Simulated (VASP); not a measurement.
Set up this calculation in VASP 6.6.1, as the native input.

| Property | Result |
| --- | --- |
| Task | single point |
| Functional | PBE |
| Potentials or basis | VASP PAW PBE potentials, release 64 (Ta_pv, N, H) |
| Cutoff | 520 eV |
| k mesh | 9 × 9 × 1 |
| Occupations | gaussian, width 0.1 eV |
| Spin | collinear spin |
| Starting moments | [0.0, 0.0, 0.0, 0.0, 0.0, 0.0, 1.0] μB |
| Dipole correction | yes |
| Further INCAR settings | ALGO = Fast; EDIFF = 1e-06; NBANDS = 38 |

The structure of Ta3HN3 lies in POSCAR:

```
Ta3HN3
1.0
    3.1228193035      0.0000000000      0.0000000000
    0.0000000000      3.1228193035      0.0000000000
    0.0000000000      0.0000000000     21.5908392430
Ta N H
3 3 1
Direct
    0.0000000000      0.0000000000      0.1852637572
    0.5000000000      0.5000000000      0.2890369107
    0.0000000000      0.0000000000      0.3832407719
    0.5000000000      0.5000000000      0.1852637572
    0.0000000000      0.0000000000      0.2843927699
    0.5000000000      0.5000000000      0.3978927890
    1.0000000000      1.0000000000      0.5021036524
```

One way to write it, as run:

INCAR

```
PREC = Accurate ; ENCUT = 520
EDIFF = 1E-6 ; ISMEAR = 0
SIGMA = 0.1 ; LREAL = F
LASPH = T ; NELM = 150
ALGO = Fast ; ISIF = 2
LWAVE = F ; LCHARG = F
ISPIN = 2 ; MAGMOM = 0 0 0 0 0 0 1
LORBIT = 11 ; LMAXMIX = 4
LDIPOL = T ; IDIPOL = 3
DIPOL = 0.5 0.5 0.318 ; GGA = PE
NBANDS = 38
```

KPOINTS

```
Automatic mesh
0
Gamma
  9 9 1
```

Potentials or basis: VASP PAW PBE potentials, release 64 (Ta_pv, N, H).

Launch:

```bash
$ cat potpaw_PBE.64/Ta_pv/POTCAR potpaw_PBE.64/N/POTCAR potpaw_PBE.64/H/POTCAR > POTCAR
$ mpirun -np 1 vasp_std > vasp.out
```

It gave:

| Item | Value |
| --- | --- |
| Largest force | 3.645 eV/Å |
| Net moment | 0.12 μB per cell |
| Site moments | Ta -0.10, -0.02, -0.05; N +0.01; H +0.15 μB |
| Valence electrons inside the program's atomic spheres | Ta 8.78, 8.96, 8.75; N 3.69, 3.76, 3.64; H 0.39 |

Wall time 16 min on 1 thread of Oxide Virtual Turin-like Processor, with other jobs on the host, peak memory 0.43 GiB.
